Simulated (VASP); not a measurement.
CdS (Hawleyite):

```
Cd S
1.0
     0.00000    2.85696    2.85696
     2.85696    0.00000    2.85696
     2.85696    2.85696    0.00000
Cd S
1 1
Direct
  0.00000 0.00000 0.00000
  0.75000 0.75000 0.75000
```

Base run:

| Property | Result |
| --- | --- |
| Program | VASP 6.6.1 |
| Functional | PBE |
| Dispersion | D3(BJ) |
| Potentials or basis | VASP PAW PBE potentials, release 64 (Cd, S) |
| Cutoff | 520 eV |
| k mesh | 8 × 8 × 8 |
| Occupations | fermi-dirac, width 0.1 eV |
| Spin | non-collinear spin, zero start, spin-orbit coupling |
| Starting moments | [[0.0, 0.0, 0.0], [0.0, 0.0, 0.0]] μB |

Its results: pressure 5.4 GPa; net moment 0.00 μB per cell.

Q: The run is repeated on the same cell with these changes: dispersion from D3(BJ) to none; occupations from fermi-dirac, width 0.1 eV to fermi-dirac, width 0.05 eV. What comes out?

A: Pressure 7.9 GPa; net moment 0.00 μB per cell.
